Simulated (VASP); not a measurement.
# SiC (P6_3mc) in VASP: a series of runs, part 2 of 2

VASP 6.6.1.

## (4) Single point, r2SCAN (10.64 Å³/atom)

This run uses another cell than the first one, of 10.64 Å³/atom.

POSCAR reads:

```
SiC
1.0
    3.1089652808      0.0000000000      0.0000000000
   -1.5544826404      2.6924429127      0.0000000000
    0.0000000000      0.0000000000     15.2560511645
Si C
6 6
Direct
    0.0000000000      0.0000000000      0.1250355593
    0.0000000000      0.0000000000      0.6250355593
    0.3333333333      0.6666666667      0.2918164361
    0.6666666667      0.3333333333      0.7918164361
    0.3333333333      0.6666666667      0.9583009458
    0.6666666667      0.3333333333      0.4583009458
    0.0000000000      0.0000000000     -0.0003142766
    0.0000000000      0.0000000000      0.4996857234
    0.3333333333      0.6666666667      0.1668458293
    0.6666666667      0.3333333333      0.6668458293
    0.3333333333      0.6666666667      0.8333155061
    0.6666666667      0.3333333333      0.3333155061
```

INCAR.step1 reads:

```
SYSTEM = SiC
  PREC = Accurate
  ENCUT = 520
  ISMEAR = 0
  SIGMA = 0.02
  LREAL = .FALSE.
  LASPH = .TRUE.
  NELM = 100
  NBANDS = 36
  GGA = PE
  ALGO = Normal
  EDIFF = 1E-4
  LWAVE = .TRUE.
  LCHARG = .FALSE.
```

INCAR.step2 reads:

```
SYSTEM = SiC
  PREC = Accurate
  ENCUT = 520
  EDIFF = 1E-6
  ISMEAR = 0
  SIGMA = 0.02
  LREAL = .FALSE.
  LASPH = .TRUE.
  NELM = 100
  ALGO = Normal
  ISIF = 2
  LWAVE = .FALSE.
  LCHARG = .FALSE.
  METAGGA = R2SCAN
  LMIXTAU = .TRUE.
  NBANDS = 36
  ISTART = 1
```

KPOINTS reads:

```
Automatic mesh
0
G
  12 12 2
  0 0 0
```

Potentials or basis: VASP PAW PBE potentials, release 64 (Si, C).

Command:

```console
> cat potpaw_PBE.64/Si/POTCAR potpaw_PBE.64/C/POTCAR > POTCAR
> cp INCAR.step1 INCAR
> mpirun -np 1 vasp_std > vasp.out
> cp INCAR.step2 INCAR
> mpirun -np 1 vasp_std > vasp.out
```

OUTCAR:

```text
SYSTEM = SiC
   PREC = Accurate
   ENCUT = 520
   EDIFF = 1E-6
   ISMEAR = 0
   LREAL = .FALSE.
   LASPH = .TRUE.
   NELM = 100
   ISIF = 2
   METAGGA = R2SCAN
   ISTART = 1

 ion  position               nearest neighbor table
   1  0.000  0.000  0.125-   9 1.90   9 1.90   9 1.90   7 1.91   5 3.11   5 3.11   5 3.11   3 3.11
                             3 3.11   3 3.11
   2  0.000  0.000  0.625-  10 1.90  10 1.90  10 1.90   8 1.91   6 3.11   6 3.11   6 3.11   4 3.11
                             4 3.11   4 3.11
   3  0.333  0.667  0.292-  12 1.90  12 1.90  12 1.90   9 1.91   6 3.11   6 3.11   6 3.11   1 3.11
                             1 3.11   1 3.11
   4  0.667  0.333  0.792-  11 1.90  11 1.90  11 1.90  10 1.91   5 3.11   5 3.11   5 3.11   2 3.11
                             2 3.11   2 3.11
   5  0.333  0.667  0.958-   7 1.90   7 1.90   7 1.90  11 1.91   4 3.11   4 3.11   4 3.11   1 3.11
                             1 3.11   1 3.11
   6  0.667  0.333  0.458-   8 1.90   8 1.90   8 1.90  12 1.91   3 3.11   3 3.11   3 3.11   2 3.11
                             2 3.11   2 3.11
[... 1154 lines left out ...]
     35      16.0317      0.00000
     36      16.0317      0.00000

 [... further k-points ...]

------------------------ aborting loop because EDIFF is reached ----------------------------------------

  FORCE on cell =-STRESS in cart. coord.  units (eV):
  Direction    XX          YY          ZZ          XY          YZ          ZX
  --------------------------------------------------------------------------------------
  -------------------------------------------------------------------------------------
  Total       -5.2093352     -5.2093352     -5.1393388      0.0000000     -0.0000000      0.0000000
  in kB      -65.3564379    -65.3564379    -64.4782615      0.0000000     -0.0000000      0.0000000
  external PRESSURE =     -65.0637124 kB  Pullay stress =       0.0000000 kB

 VOLUME and BASIS-vectors are now :
 -----------------------------------------------------------------------------
  energy-cutoff  :      520.00
  volume of cell :      127.70
      direct lattice vectors                 reciprocal lattice vectors
     3.108965281  0.000000000  0.000000000     0.321650424  0.185704959  0.000000000
    -1.554482640  2.692442913  0.000000000     0.000000000  0.371409917  0.000000000
     0.000000000  0.000000000 15.256051165     0.000000000  0.000000000  0.065547761

 POSITION                                       TOTAL-FORCE (eV/Angst)
 -----------------------------------------------------------------------------------
      0.00000      0.00000      1.90755         0.000000     -0.000000      0.011275
      0.00000      0.00000      9.53557        -0.000000      0.000000      0.011275
     -0.00000      1.79496      4.45197        -0.000000      0.000000     -0.000674
      1.55448      0.89748     12.07999         0.000000      0.000000     -0.000674
     -0.00000      1.79496     14.61989        -0.000000      0.000000     -0.003086
      1.55448      0.89748      6.99186         0.000000      0.000000     -0.003086
      0.00000      0.00000     15.25126        -0.000000      0.000000     -0.006408
      0.00000      0.00000      7.62323        -0.000000     -0.000000     -0.006408
     -0.00000      1.79496      2.54541        -0.000000      0.000000     -0.000221
      1.55448      0.89748     10.17343         0.000000     -0.000000     -0.000221
     -0.00000      1.79496     12.71310         0.000000      0.000000     -0.000885
      1.55448      0.89748      5.08508        -0.000000      0.000000     -0.000885
 -----------------------------------------------------------------------------------
    total drift:                                0.000000      0.000000     -0.002287

  FREE ENERGIE OF THE ION-ELECTRON SYSTEM (eV)
  ---------------------------------------------------
  free  energy   TOTEN  =      -115.8863442355 eV

  energy  without entropy=     -115.8863442355  energy(sigma->0) =     -115.88634424
```

OUTCAR.step1:

```text
SYSTEM = SiC
   PREC = Accurate
   ENCUT = 520
   ISMEAR = 0
   LREAL = .FALSE.
   LASPH = .TRUE.
   NELM = 100
[... 1205 lines left out ...]
      1.55448      0.89748     10.17343        -0.000000      0.000000     -0.005944
     -0.00000      1.79496     12.71310        -0.000000     -0.000000     -0.000189
      1.55448      0.89748      5.08508         0.000000      0.000000     -0.000189
 -----------------------------------------------------------------------------------
    total drift:                               -0.000000     -0.000000     -0.001257

  FREE ENERGIE OF THE ION-ELECTRON SYSTEM (eV)
  ---------------------------------------------------
  free  energy   TOTEN  =       -90.3584677879 eV

  energy  without entropy=      -90.3584677879  energy(sigma->0) =      -90.35846779
```

OSZICAR.step1:

```text
N       E                     dE             d eps       ncg     rms          rms(c)
DAV:   1     0.121485798803E+03    0.12149E+03   -0.21730E+04  2736   0.120E+03
DAV:   2    -0.889822598317E+02   -0.21047E+03   -0.19662E+03  3572   0.205E+02
DAV:   3    -0.100829982489E+03   -0.11848E+02   -0.11759E+02  3600   0.463E+01
DAV:   4    -0.101017873194E+03   -0.18789E+00   -0.18749E+00  3484   0.667E+00
DAV:   5    -0.101022000670E+03   -0.41275E-02   -0.41240E-02  3528   0.944E-01    0.209E+01
DAV:   6    -0.906033576334E+02    0.10419E+02   -0.31453E+01  3392   0.205E+01    0.927E+00
DAV:   7    -0.904053104428E+02    0.19805E+00   -0.29738E+00  3628   0.655E+00    0.404E+00
DAV:   8    -0.903618699862E+02    0.43440E-01   -0.18148E-01  3292   0.172E+00    0.127E+00
DAV:   9    -0.903575881806E+02    0.42818E-02   -0.27532E-02  3420   0.767E-01    0.185E-01
DAV:  10    -0.903583118313E+02   -0.72365E-03   -0.23416E-03  3460   0.205E-01    0.962E-02
DAV:  11    -0.903584645354E+02   -0.15270E-03   -0.34333E-04  2924   0.101E-01    0.197E-02
DAV:  12    -0.903584677879E+02   -0.32525E-05   -0.22527E-05  1856   0.220E-02
   1 F= -.90358468E+02 E0= -.90358468E+02  d E =-.272788E-19
```

Run time: 6.4 min. Hardware: 1 thread of Intel Xeon 6975P-C (Granite Rapids), shared host; peak memory 0.34 GiB.

Results:

```
Free energy            : -115.8863 eV
Pressure               : -6.5 GPa
Largest force          : 0.011 eV/Å
Band gap on the k mesh : 2.40 eV (least direct gap 3.55 eV)
```

Forces on the atoms (eV/Å):
```
Si   0.000  0.000  0.011
Si   0.000  0.000  0.011
Si   0.000  0.000 -0.001
Si   0.000  0.000 -0.001
Si   0.000  0.000 -0.003
Si   0.000  0.000 -0.003
C    0.000  0.000 -0.006
C    0.000  0.000 -0.006
C    0.000  0.000  0.000
C    0.000  0.000  0.000
C    0.000  0.000 -0.001
C    0.000  0.000 -0.001
```

Caveat: the cell stands under tension; the PAW data sets were made with another functional, which shifts forces and pressure a little. A k mesh can miss the band edges.

## (5) Single point, r2SCAN (10.95 Å³/atom)

This run uses another cell than the first one, of 10.95 Å³/atom.

POSCAR reads:

```
SiC
1.0
    3.1386101099      0.0000000000      0.0000000000
   -1.5693050550      2.7181160877      0.0000000000
    0.0000000000      0.0000000000     15.4052156675
Si C
6 6
Direct
    0.0000000000      0.0000000000      0.1250649130
    0.0000000000      0.0000000000      0.6250649130
    0.3333333333      0.6666666667      0.2918112978
    0.6666666667      0.3333333333      0.7918112978
    0.3333333333      0.6666666667      0.9582749868
    0.6666666667      0.3333333333      0.4582749868
    0.0000000000      0.0000000000     -0.0003261666
    0.0000000000      0.0000000000      0.4996738334
    0.3333333333      0.6666666667      0.1668659719
    0.6666666667      0.3333333333      0.6668659719
    0.3333333333      0.6666666667      0.8333089971
    0.6666666667      0.3333333333      0.3333089971
```

INCAR.step1 reads:

```
PREC     = Accurate       # precision mode
ENCUT    = 520            # plane-wave cutoff, eV
ISMEAR   = 0              # smearing method
SIGMA    = 0.02           # smearing width, eV
LREAL    = False          # projectors in reciprocal space
LASPH    = True           # aspherical terms in the spheres
NELM     = 60             # most SCF steps
NBANDS   = 36             # bands
GGA      = PE             # functional
ALGO     = Normal         # electronic algorithm
EDIFF    = 1E-4           # SCF threshold, eV
LWAVE    = True           # write WAVECAR
LCHARG   = False          # write CHGCAR
```

INCAR.step2 reads:

```
PREC     = Accurate       # precision mode
ENCUT    = 520            # plane-wave cutoff, eV
EDIFF    = 1E-6           # SCF threshold, eV
ISMEAR   = 0              # smearing method
SIGMA    = 0.02           # smearing width, eV
LREAL    = False          # projectors in reciprocal space
LASPH    = True           # aspherical terms in the spheres
NELM     = 60             # most SCF steps
ALGO     = Normal         # electronic algorithm
ISIF     = 2              # what is computed and relaxed
LWAVE    = False          # write WAVECAR
LCHARG   = False          # write CHGCAR
METAGGA  = R2SCAN         # meta-GGA
LMIXTAU  = True         
NBANDS   = 36             # bands
ISTART   = 1
```

KPOINTS reads:

```
Automatic mesh
0
Gamma
  12 12 2
```

Command:

```console
> cat potpaw_PBE.64/Si/POTCAR potpaw_PBE.64/C/POTCAR > POTCAR
> cp INCAR.step1 INCAR
> mpirun -np 1 vasp_std > vasp.out
> cp INCAR.step2 INCAR
> mpirun -np 1 vasp_std > vasp.out
```

Wall time 5 min (1 thread of Intel Xeon 6975P-C (Granite Rapids), shared host); peak memory 0.34 GiB.

The run converged. Its results:

* Free energy: -115.6717 eV
* Pressure: -12.0 GPa
* Largest force: 0.005 eV/Å
* Band gap on the k mesh: 2.39 eV (least direct gap 3.54 eV)

Forces on the atoms (eV/Å):
```
Si   0.000  0.000  0.005
Si   0.000  0.000  0.005
Si   0.000  0.000  0.001
Si   0.000  0.000  0.001
Si   0.000  0.000  0.003
Si   0.000  0.000  0.003
C    0.000  0.000 -0.005
C    0.000  0.000 -0.005
C    0.000  0.000 -0.002
C    0.000  0.000 -0.002
C    0.000  0.000 -0.002
C    0.000  0.000 -0.002
```

Levels at points of the mesh, in eV from the valence-band top:
```
           k point  band 21  band 22  band 23  band 24  band 25  band 26  band 27  band 28
(0.00, 0.00, 0.00)    -0.31    -0.04     0.00     0.00     5.22     5.40     5.78     6.20
(0.50, 0.00, 0.00)    -1.85    -1.82    -1.67    -1.14     2.39     2.58     3.55     4.21
(0.00, 0.00, 0.50)    -0.10    -0.10    -0.10    -0.10     5.29     5.29     6.02     6.02
(0.50, 0.00, 0.50)    -1.75    -1.75    -1.35    -1.35     2.43     2.43     3.77     3.77
```

Caveat: the cell stands under tension; the PAW data sets were made with another functional, which shifts forces and pressure a little. A k mesh can miss the band edges.

## (6) The runs side by side

```tsv
cell	gap on the mesh (eV)	pressure (GPa)	largest force (eV/Å)
a = 3.047, b = 3.047, c = 14.954 Å, angles 90.0, 90.0, 120.0°, 12 atoms	2.40	7.1	0.01
a = 3.078, b = 3.078, c = 15.106 Å, angles 90.0, 90.0, 120.0°, 12 atoms	2.40	-0.2	-
a = 3.109, b = 3.109, c = 15.256 Å, angles 90.0, 90.0, 120.0°, 12 atoms	2.40	-6.5	0.01
a = 3.139, b = 3.139, c = 15.405 Å, angles 90.0, 90.0, 120.0°, 12 atoms	2.39	-12.0	0.01
```

Alike in all rows: task single point; level r2SCAN; potentials or basis VASP PAW PBE potentials, release 64 (Si, C); no spin polarisation; k mesh 12 × 12 × 2; cutoff (eV) 520; smearing gaussian 0.02 eV.

Caveats: the PAW data sets were made with another functional, which shifts forces and pressure a little; the cell stands under tension (at least some runs); the cell stands under pressure (at least some runs).

Absolute energies hang on the potentials; compare differences alone.
